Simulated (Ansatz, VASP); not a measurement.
One calculation of In5GaP6, two programs

```
CELL_PARAMETERS angstrom
3.88257 0.00000 0.00000
0.00000 3.88257 0.00000
0.00000 0.00000 16.46420
ATOMIC_POSITIONS crystal
In 0.00000 0.00000 0.83655
In 0.00000 0.00000 0.16345
In 0.50000 0.50000 0.33109
In 0.00000 0.00000 0.50000
In 0.50000 0.50000 0.66891
Ga 0.50000 0.50000 0.00000
P 0.00000 0.00000 0.00000
P 0.50000 0.50000 0.15356
P 0.00000 0.00000 0.32737
P 0.50000 0.50000 0.50000
P 0.00000 0.00000 0.67263
P 0.50000 0.50000 0.84644
```

Alike in both runs: functional PBE; k mesh 10 × 10 × 4; occupations gaussian, width 0.1 eV; no spin polarisation.

Ansatz relaxed the structure, and its values are those at the end. VASP's run is a single point on that final structure, the one shown.

|  | VASP | Ansatz |
| --- | --- | --- |
| version | VASP 6.6.1 | Ansatz 0.2.0 |
| potentials or method | VASP PAW PBE potentials, release 64 (In_d, Ga_d, P), cutoff 500 eV | scalar-relativistic, plane waves, PAW |
| valence electrons in the cell | 108 | 108 |

VASP gave:

```
gap on the k mesh at the Fermi level (eV) : none
pressure (GPa)                            : -0.1
```

Task: Which values does Ansatz return?

Result: gap on the k mesh at the Fermi level (eV): none; pressure (GPa): 0.0.

A gap of «none» marks a metal or a gap that the smearing closes. With one functional, cell and mesh, what is left measures potentials, basis and numerics.
